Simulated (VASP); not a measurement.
Here is a VASP 6.6.1 calculation.

Contents of INCAR:

```
SYSTEM = PbS
ALGO = Normal
EDIFF = 1E-6
ENCUT = 520
GGA = CA
ISIF = 2
ISMEAR = -1
LASPH = .TRUE.
LCHARG = .TRUE.
LELF = .TRUE.
LREAL = .FALSE.
LVHAR = .TRUE.
LWAVE = .FALSE.
NBANDS = 17
NELM = 100
PREC = Accurate
SIGMA = 0.05
```

File KPOINTS:

```
k-points
0
G
  8 8 8
  0 0 0
```

File POSCAR:

```
PbS
1.0
    2.1266532507      1.2278238267      3.4747772906
   -2.1266532507      1.2278238267      3.4747772906
    0.0000000000     -2.4556476535      3.4747772906
Pb S
1 1
Direct
    0.9805657800      0.9805657800      0.9805657800
    0.4750355500      0.4750355500      0.4750355500
```

Potentials or basis: VASP PAW LDA potentials, release 64 (Pb_d, S).

The run is started by

```bash
$ cat potpaw_LDA.64/Pb_d/POTCAR potpaw_LDA.64/S/POTCAR > POTCAR
$ mpirun -np 1 vasp_std > vasp.out
```

**Question.** What does it give for the pressure?

**Answer.** -4.6 GPa.

**Question.** Estimate the largest force.

**Answer.** 0.013 eV/Å.

Forces on the atoms (eV/Å):
```
Pb   0.000  0.000  0.013
S    0.000  0.000 -0.013
```
